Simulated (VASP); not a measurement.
# Mg (Im-3m) in VASP: single point with r2SCAN

Aim: the single point of Mg with r2SCAN.

All numbers are computed with VASP 6.6.1; they aren't measurements. Logs are shortened: lines on timing, memory, paths and dates and some standing lists are left out, and cuts for length are marked.

## 1. The cell of the first run

It takes space group Im-3m (No. 229, cubic). The conventional cell has a = 3.558 Å, b = 3.558 Å, c = 3.558 Å, α = 90.00°, β = 90.00°, γ = 90.00°. Mg (site symmetry m-3m) has 14 Mg at 3.08 to 3.56 Å within 4.1 Å.

This isn't the form of Mg at room conditions, which is hcp.

## 2. Single point, r2SCAN

Contents of POSCAR:

```
Mg
1.0
   -1.7788339266      1.7788339266      1.7788339266
    1.7788339266     -1.7788339266      1.7788339266
    1.7788339266      1.7788339266     -1.7788339266
Mg
1
Direct
    0.0000000000      0.0000000000      0.0000000000
```

Contents of INCAR.step1:

```
PREC = Accurate
ENCUT = 520
ISMEAR = 0
SIGMA = 0.05
LREAL = F
LASPH = T
NELM = 100
NBANDS = 7
GGA = PE
ALGO = Normal
EDIFF = 1E-4
LWAVE = T
LCHARG = F
```

Contents of INCAR.step2:

```
PREC = Accurate
ENCUT = 520
EDIFF = 1E-6
ISMEAR = 0
SIGMA = 0.05
LREAL = F
LASPH = T
NELM = 100
ALGO = Normal
ISIF = 2
LWAVE = F
LCHARG = F
METAGGA = R2SCAN
LMIXTAU = T
NBANDS = 7
ISTART = 1
```

Contents of KPOINTS:

```
regular mesh
0
Gamma
  16 16 16
```

Potentials or basis: VASP PAW PBE potentials, release 64 (Mg).

Launch:

```console
$ cat potpaw_PBE.64/Mg/POTCAR > POTCAR
$ cp INCAR.step1 INCAR
$ mpirun -np 1 vasp_std > vasp.out
$ cp INCAR.step2 INCAR
$ mpirun -np 1 vasp_std > vasp.out
```

OUTCAR:

```text
PREC = Accurate
   ENCUT = 520
   EDIFF = 1E-6
   ISMEAR = 0
   LREAL = F
   LASPH = T
   NELM = 100
   ISIF = 2
   METAGGA = R2SCAN
   ISTART = 1

 ion  position               nearest neighbor table
   1  0.000  0.000  0.000-

  LATTYP: Found a body centered cubic cell.
 ALAT       =     3.5576678532

  Lattice vectors:

 A1 = (  -1.7788339266,   1.7788339266,   1.7788339266)
 A2 = (   1.7788339266,  -1.7788339266,   1.7788339266)
 A3 = (   1.7788339266,   1.7788339266,  -1.7788339266)

Analysis of symmetry for initial positions (statically):
=====================================================================
 Subroutine PRICEL returns:
 Original cell was already a primitive cell.

 Routine SETGRP: Setting up the symmetry group for a
 body centered cubic supercell.

 Subroutine GETGRP returns: Found 48 space group operations
 (whereof 48 operations were pure point group operations)
 out of a pool of 48 trial point group operations.

The static configuration has the point symmetry O_h .

Analysis of symmetry for dynamics (positions and initial velocities):
=====================================================================
 Subroutine PRICEL returns:
 Original cell was already a primitive cell.

 Routine SETGRP: Setting up the symmetry group for a
 body centered cubic supercell.

 Subroutine GETGRP returns: Found 48 space group operations
 (whereof 48 operations were pure point group operations)
 out of a pool of 48 trial point group operations.

The dynamic configuration has the point symmetry O_h .

 Subroutine INISYM returns: Found 48 space group operations
 (whereof 48 operations are pure point group operations),
 and found     1 'primitive' translations

----------------------------------------------------------------------------------------

                                     Primitive cell

  volume of cell :      22.5147

  direct lattice vectors                    reciprocal lattice vectors
    -1.778833927  1.778833927  1.778833927     0.000000000  0.281083013  0.281083013
     1.778833927 -1.778833927  1.778833927     0.281083013  0.000000000  0.281083013
     1.778833927  1.778833927 -1.778833927     0.281083013  0.281083013  0.000000000

  length of vectors
     3.081030739  3.081030739  3.081030739     0.397511409  0.397511409  0.397511409

  position of ions in fractional coordinates (direct lattice)
     0.000000000  0.000000000  0.000000000

  ion indices of the primitive-cell ions
   primitive index   ion index
                 1           1

----------------------------------------------------------------------------------------

 KPOINTS: regular mesh

Automatic generation of k-mesh.
 Grid dimensions read from file:
 generate k-points for:   16   16   16

 Generating k-lattice:

  Cartesian coordinates                     Fractional coordinates (reciprocal lattice)
     0.000000000  0.017567688  0.017567688     0.062500000  0.000000000  0.000000000
     0.017567688  0.000000000  0.017567688     0.000000000  0.062500000  0.000000000
     0.017567688  0.017567688  0.000000000     0.000000000  0.000000000  0.062500000

  Length of vectors
     0.024844463  0.024844463  0.024844463

  Shift w.r.t. Gamma in fractional coordinates (k-lattice)
     0.000000000  0.000000000  0.000000000

 Subroutine IBZKPT returns following result:
 ===========================================

 Found    145 irreducible k-points:

 Following reciprocal coordinates:
            Coordinates               Weight
  0.000000  0.000000  0.000000      1.000000
  0.062500  0.000000  0.000000     12.000000
  0.125000  0.000000  0.000000     12.000000
  0.187500  0.000000  0.000000     12.000000
  0.250000  0.000000  0.000000     12.000000
  0.312500  0.000000  0.000000     12.000000
[... 16 lines left out ...]
  0.187500  0.187500  0.000000     24.000000
  0.250000  0.187500  0.000000     48.000000
 [... further k-points ...]
   k-points           NKPTS =    145   k-points in BZ     NKDIM =    145   number of bands    NBANDS=      7
   number of dos      NEDOS =    301   number of ions     NIONS =      1
   total plane-waves  NPLWV =  13824
   dimension x,y,z NGX =    24 NGY =   24 NGZ =   24
   dimension x,y,z NGXF=    48 NGYF=   48 NGZF=   48
   ions per type =               1
   NGX,Y,Z   is equivalent  to a cutoff of  12.95, 12.95, 12.95 a.u.
   NGXF,Y,Z  is equivalent  to a cutoff of  25.90, 25.90, 25.90 a.u.
 SYSTEM =  unknown system
   PREC   = accura    normal or accurate (medium, high low for compatibility)
   ISTART =      1    job   : 0-new  1-cont  2-samecut
   ICHARG =      0    charge: 1-file 2-atom 10-const
   ISPIN  =      1    spin polarized calculation?
   LNONCOLLINEAR =      F non collinear calculations
   LSORBIT =      F    spin-orbit coupling
   LASPH  =      T    aspherical Exc in radial PAW
   ENCUT  =  520.0 eV  38.22 Ry    6.18 a.u.   5.73  5.73  5.73*2*pi/ulx,y,z
   NELM   =    100;   NELMIN=  2; NELMDL=  0     # of ELM steps
   EDIFF  = 0.1E-05   stopping-criterion for ELM
   LREAL  =      F    real-space projection
   EDIFFG = 0.1E-04   stopping-criterion for IOM
   NSW    =      0    number of steps for IOM
   IBRION =     -1    ionic relax: 0-MD 1-quasi-New 2-CG
   NFREE  =      0    steps in history (QN), initial steepest desc. (CG)
   ISIF   =      2    stress and relaxation
   ISYM   =      2    0-nonsym 1-usesym 2-fastsym
   POTIM  = 0.5000    time-step for ionic-motion
   TEBEG  =    0.0;   TEEND  =   0.0 temperature during run
   PSTRESS=    0.0 pullay stress
   NELECT =       2.0000    total number of electrons
   NUPDOWN=      -1.0000    fix difference up-down
   EMIN   =  10.00;   EMAX   =-10.00  energy-range for DOS
   EFERMI =   0.00;   METHOD = LEGACY
   ISMEAR =     0;   SIGMA  =   0.05  broadening in eV -4-tet -1-fermi 0-gaus
   EFERMI_NEDOS =   21; number of points for ismear=-14 and -15
   IALGO  =     38    algorithm
   IMIX   =      4    mixing-type and parameters
     AMIX     =   0.40;   BMIX     =  1.00
     AMIX_MAG =   1.60;   BMIX_MAG =  1.00
  volume/ion in A,a.u.               =      22.51       151.94
  Fermi-wavevector in a.u.,A,eV,Ry     =   0.730459  1.380368  7.259674  0.533571
  Thomas-Fermi vector in A             =   1.822435
   LORBIT       =      0    0 simple, 1 ext, 2 COOP (PROOUT), +10 PAW based schemes
   METAGGA = R2SCAN    functional components
   LHFCALC =     F    Hartree Fock is set to
   AEXX    =    0.0000 exact exchange contribution
   IVDW    =     0    specifies the selected vdW correction
   LEPSILON=     F    determine dielectric tensor
   LRPA    =     F    only Hartree local field effects (RPA)
 non-spin polarized calculation
 Gauss-broadening in eV      SIGMA  =   0.05
  energy-cutoff  :      520.00
  volume of cell :       22.51
 maximum number of plane-waves:       622
   NGX = 11   NGY = 11   NGZ = 11

 number of electron       2.0000000 magnetization

 Free energy of the ion-electron system (eV)
  ---------------------------------------------------
  ext. energy  EPLUGINS =         0.00000000
  ---------------------------------------------------
  free energy    TOTEN  =        -4.12042352 eV

  energy without entropy =       -4.11983843  energy(sigma->0) =       -4.12013097

 E-fermi :   2.7857     XC(G=0):  -9.1020

 val. band max:        2.7502084995   @ k =   0.5000   0.5000   0.1875
 cond. band min:       2.7887238263   @ k =   0.3125   0.2500   0.1250
 fundamental gap:      0.0385153267
 Fermi energy:         2.7857045014

 k-point     1 :       0.0000    0.0000    0.0000
  band No.  band energies     occupation
      1      -4.7204      2.00000
      2      16.8054      0.00000
      3      16.8054      0.00000
      4      16.8054      0.00000
      5      18.9825      0.00000
      6      18.9825      0.00000
      7      19.4344      0.00000

 k-point     2 :       0.0625    0.0000    0.0000
  band No.  band energies     occupation
      1      -4.6212      2.00000
      2      15.6432      0.00000
      3      16.2800      0.00000
      4      16.3731      0.00000
      5      18.0251      0.00000
      6      18.1514      0.00000
      7      19.5612      0.00000

 k-point     3 :       0.1250    0.0000    0.0000
  band No.  band energies     occupation
      1      -4.3244      2.00000
      2      13.3843      0.00000
      3      15.3018      0.00000
      4      15.5861      0.00000
      5      16.9246      0.00000
      6      17.6583      0.00000
      7      19.7922      0.00000

 k-point     4 :       0.1875    0.0000    0.0000
  band No.  band energies     occupation
      1      -3.8317      2.00000
      2      11.0636      0.00000
      3      14.3399      0.00000
      4      14.8242      0.00000
      5      15.9747      0.00000
      6      17.1427      0.00000
      7      20.2466      0.00000

 k-point     5 :       0.2500    0.0000    0.0000
  band No.  band energies     occupation
      1      -3.1461      2.00000
      2       8.8499      0.00000
      3      13.5133      0.00000
      4      14.1762      0.00000
      5      15.1948      0.00000
      6      16.6020      0.00000
      7      20.8983      0.00000

 k-point     6 :       0.3125    0.0000    0.0000
  band No.  band energies     occupation
      1      -2.2721      2.00000
      2       6.7794      0.00000
      3      12.8565      0.00000
      4      13.6654      0.00000
      5      14.5883      0.00000
      6      16.1107      0.00000
      7      21.5438      0.00000

 k-point     7 :       0.3750    0.0000    0.0000
  band No.  band energies     occupation
      1      -1.2169      2.00000
      2       4.8676      0.00000
      3      12.3823      0.00000
      4      13.2987      0.00000
      5      14.1556      0.00000
      6      15.7256      0.00000
      7      22.2945      0.00000

 k-point     8 :       0.4375    0.0000    0.0000
  band No.  band energies     occupation
      1       0.0007      2.00000
      2       3.1357      0.00000
      3      12.0962      0.00000
      4      13.0784      0.00000
      5      13.8963      0.00000
      6      15.4819      0.00000
      7      23.0525      0.00000

 k-point     9 :       0.5000    0.0000    0.0000
  band No.  band energies     occupation
      1       1.0573      2.00000
      2       1.9076      2.00000
      3      12.0005      0.00000
      4      13.0049      0.00000
      5      13.8099      0.00000
      6      15.3986      0.00000
      7      23.4529      0.00000

 k-point    10 :       0.0625    0.0625    0.0000
  band No.  band energies     occupation
      1      -4.4232      2.00000
      2      14.4167      0.00000
      3      14.7452      0.00000
      4      15.8967      0.00000
      5      17.5222      0.00000
      6      18.0474      0.00000
      7      19.7828      0.00000

 k-point    11 :       0.1250    0.0625    0.0000
  band No.  band energies     occupation
      1      -4.0284      2.00000
      2      12.2357      0.00000
      3      13.6250      0.00000
      4      15.1008      0.00000
      5      16.8819      0.00000
      6      17.8858      0.00000
      7      19.5455      0.00000
[... 51 lines left out ...]
 k-point    17 :       0.1250    0.1250    0.0000
  band No.  band energies     occupation
      1      -3.5372      2.00000
      2      10.9538      0.00000
      3      11.7169      0.00000
      4      14.3496      0.00000
      5      16.9042      0.00000
      6      17.8864      0.00000
      7      20.4390      0.00000

 k-point    18 :       0.1875    0.1250    0.0000
  band No.  band energies     occupation
      1      -2.8538      2.00000
      2       9.0169      0.00000
      3      10.6748      0.00000
      4      13.6544      0.00000
      5      16.5256      0.00000
      6      18.0786      0.00000
      7      20.0841      0.00000

 k-point    19 :       0.2500    0.1250    0.0000
  band No.  band energies     occupation
      1      -1.9826      2.00000
      2       7.0065      0.00000
      3      10.0041      0.00000
      4      13.0897      0.00000
      5      16.0325      0.00000
      6      18.3668      0.00000
      7      19.9697      0.00000

 k-point    20 :       0.3125    0.1250    0.0000
  band No.  band energies     occupation
      1      -0.9311      2.00000
      2       5.1204      0.00000
      3       9.5379      0.00000
      4      12.6778      0.00000
      5      15.6361      0.00000
      6      18.3844      0.00000
      7      20.4380      0.00000

 k-point    21 :       0.3750    0.1250    0.0000
  band No.  band energies     occupation
      1       0.2815      2.00000
      2       3.4031      0.00000
      3       9.2600      0.00000
      4      12.4279      0.00000
      5      15.3884      0.00000
      6      18.2794      0.00000
      7      21.2593      0.00000

 k-point    22 :       0.4375    0.1250    0.0000
  band No.  band energies     occupation
      1       1.3306      2.00000
      2       2.1853      2.00000
      3       9.1675      0.00000
      4      12.3441      0.00000
      5      15.3045      0.00000
      6      18.2307      0.00000
      7      21.8343      0.00000

 k-point    23 :       0.1875    0.1875    0.0000
  band No.  band energies     occupation
      1      -2.0789      2.00000
      2       7.9301      0.00000
      3       8.9484      0.00000
      4      13.0193      0.00000
      5      16.8280      0.00000
      6      17.9938      0.00000
      7      21.6119      0.00000

 k-point    24 :       0.2500    0.1875    0.0000
  band No.  band energies     occupation
      1      -1.1206      2.00000
      2       6.2826      0.00000
      3       8.0869      0.00000
      4      12.5220      0.00000
      5      16.7086      0.00000
      6      18.4469      0.00000
      7      21.2933      0.00000

 [... further k-points ...]
[... 5 lines left out ...]
  --------------------------------------------------------------------------------------
  -------------------------------------------------------------------------------------
  Total       -0.0378692     -0.0378692     -0.0378692      0.0000000      0.0000000     -0.0000000
  in kB       -2.6948255     -2.6948255     -2.6948255      0.0000000      0.0000000     -0.0000000
  external PRESSURE =      -2.6948255 kB  Pullay stress =       0.0000000 kB

 VOLUME and BASIS-vectors are now :
 -----------------------------------------------------------------------------
  energy-cutoff  :      520.00
  volume of cell :       22.51
      direct lattice vectors                 reciprocal lattice vectors
    -1.778833927  1.778833927  1.778833927     0.000000000  0.281083013  0.281083013
     1.778833927 -1.778833927  1.778833927     0.281083013  0.000000000  0.281083013
     1.778833927  1.778833927 -1.778833927     0.281083013  0.281083013  0.000000000

 POSITION                                       TOTAL-FORCE (eV/Angst)
 -----------------------------------------------------------------------------------
      0.00000      0.00000      0.00000         0.000000     -0.000000     -0.000000
 -----------------------------------------------------------------------------------
    total drift:                                0.000000      0.000000      0.000000

  FREE ENERGIE OF THE ION-ELECTRON SYSTEM (eV)
  ---------------------------------------------------
  free  energy   TOTEN  =        -4.1204235210 eV

  energy  without entropy=       -4.1198384276  energy(sigma->0) =       -4.12013097
```

It took 46 s on 1 thread of Intel Xeon 8259CL, shared host; peak memory 0.16 GiB.

What came out:

```
Free energy            : -4.1204 eV
Pressure               : -0.3 GPa
Band gap on the k mesh : zero (bands 1 and 2 overlap by 5.02 eV)
```

Caveat: the PAW data sets were made with another functional, which shifts forces and pressure a little.
